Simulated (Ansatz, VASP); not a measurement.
SnTe: VASP beside Ansatz

INCAR

```
SYSTEM = SnTe
PREC     = Accurate       ! precision mode
ENCUT    = 600            ! plane-wave cutoff, eV
EDIFF    = 1E-6           ! SCF threshold, eV
ISMEAR   = -1             ! smearing method
SIGMA    = 0.05           ! smearing width, eV
LREAL    = .False.        ! projectors in reciprocal space
LASPH    = .True.         ! aspherical terms in the spheres
NELM     = 100            ! most SCF steps
ALGO     = Normal         ! electronic algorithm
ISIF     = 3              ! what is computed and relaxed
LWAVE    = .False.        ! write WAVECAR
LCHARG   = .False.        ! write CHGCAR
GGA      = PE             ! functional
IBRION   = 2              ! ionic algorithm
NSW      = 60             ! ionic steps
EDIFFG   = -0.01          ! ionic threshold
```

File KPOINTS:

```
Automatic mesh
0
Gamma
  7 7 7
  0 0 0
```

POSCAR

```
SnTe
1.0
    3.9047000000      0.0000000000      0.0000000000
    0.0000000000      3.9047000000      0.0000000000
    0.0000000000      0.0000000000      3.9047000000
Te Sn
1 1
Direct
    0.5000000000      0.5000000000      0.5000000000
    0.0000000000      0.0000000000      0.0000000000
```

input.yaml

```yaml
crystal:
  lattice:
    - [3.9047, 0.0, 0.0]
    - [0.0, 3.9047, 0.0]
    - [0.0, 0.0, 3.9047]
  atoms:
    - { symbol: Te, position: [0.5, 0.5, 0.5] }
    - { symbol: Sn, position: [0.0, 0.0, 0.0] }
hamiltonian:
  xc: pbe
  pseudopotentials: { kind: paw }
kpoints:
  mp_grid: { grid: [7, 7, 7] }
scf:
  occupations: { method: fermi_dirac, width: 0.05 }
output:
  forces: true
  stress: true
  eigenvalues: true
relax:
  f_tol: 0.01
  max_steps: 40
  cell: { stress_tol: 0.05 }
```

Alike in both runs: task relaxation of cell and atoms; functional PBE; k mesh 7 × 7 × 7; occupations fermi-dirac, width 0.05 eV; no spin polarisation.

|  | VASP | Ansatz |
| --- | --- | --- |
| version | VASP 6.6.1 | Ansatz 0.2.0 |
| potentials or method | VASP PAW PBE potentials, release 64 (Te, Sn_d) | Ansatz PAW |
| plane-wave cutoff (eV) | 600 | 420 |
| valence electrons in the cell | 20 | 30 |

|  | VASP | Ansatz | Ansatz less VASP |
| --- | --- | --- | --- |
| gap on the k mesh at the Fermi level, each at its own relaxed structure (eV) | none | none | - |
| relaxed volume (Å³/atom) | 28.84 | 28.88 | +0.038 |
| relaxed cell length with the largest relative difference (Å) | 3.864 | 3.866 | +0.0017 |

A gap of «none» marks a metal or a gap that the smearing closes. VASP's potentials hold 20 valence electrons a cell and Ansatz's 30, so a difference there can come from the potentials and not from the codes.

Spin-orbit coupling is off throughout. Noted on Ansatz's run: the plane-wave basis is chosen anew once the cell has moved, so the energies of steps on either side of that aren't comparable.
